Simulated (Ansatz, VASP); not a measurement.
**One calculation of InSe, two programs**

The input INCAR:

```
SYSTEM = InSe
ALGO = Normal
DIPOL = 0.5 0.5 0.500
EDIFF = 1E-6
ENCUT = 520
GGA = PE
IDIPOL = 3
ISIF = 2
ISMEAR = 0
IVDW = 12
LASPH = .True.
LCHARG = .False.
LDIPOL = .True.
LREAL = .False.
LWAVE = .False.
NBANDS = 27
NELM = 100
PREC = Accurate
SIGMA = 0.02
```

Contents of KPOINTS:

```
k-points
0
Gamma
  9 9 1
  0 0 0
```

File POSCAR:

```
InSe
1.0
    3.9600000000      0.0000000000      0.0000000000
   -1.9800000000      3.4294605990      0.0000000000
    0.0000000000      0.0000000000     36.7211901288
Se In
2 2
Direct
    0.0000000000      0.0000000000      0.4282428102
    0.0000000000      0.0000000000      0.5717294451
    0.6666666667      0.3333333333      0.4627593992
    0.6666666667      0.3333333333      0.5372129085
```

Input for Ansatz:

```yaml
crystal:
  lattice:
    - [3.96, 0.0, 0.0]
    - [-1.98, 3.429460599, 0.0]
    - [0.0, 0.0, 36.7211901288]
  atoms:
    - { symbol: Se, position: [0.0, 0.0, 0.4282428102] }
    - { symbol: In, position: [0.6666666667, 0.3333333333, 0.4627593992] }
    - { symbol: In, position: [0.6666666667, 0.3333333333, 0.5372129085] }
    - { symbol: Se, position: [0.0, 0.0, 0.5717294451] }
  periodic: [true, true, false]
basis:
  ecutwfc: 420
kpoints:
  mp_grid: { grid: [9, 9, 1] }
hamiltonian:
  xc: pbe
  dispersion: d3bj
scf:
  occupations: { method: gaussian, width: 0.02 }
output:
  forces: true
  stress: true
  eigenvalues: true
```

Alike in both runs: task single point; functional PBE; dispersion D3(BJ); k mesh 9 × 9 × 1; occupations gaussian, width 0.02 eV; no spin polarisation.

```csv
,VASP,Ansatz
version,VASP 6.6.1,Ansatz 0.2.0
potentials or method,"VASP PAW PBE potentials, release 64 (Se, In_d), cutoff 520 eV","scalar-relativistic, plane waves, PAW"
valence electrons in the cell,38,58
```

|  | VASP | Ansatz | Ansatz less VASP |
| --- | --- | --- | --- |
| gap on the k mesh at the Fermi level (eV) | 1.79 | 1.81 | +0.013 |
| least direct gap on the mesh (eV) | 1.88 | 1.89 | +0.010 |
| rms of the force components (eV/Å) | 0.207 | 0.199 | -0.0087 |

VASP's potentials hold 38 valence electrons a cell and Ansatz's 58, so a difference there can come from the potentials and not from the codes.
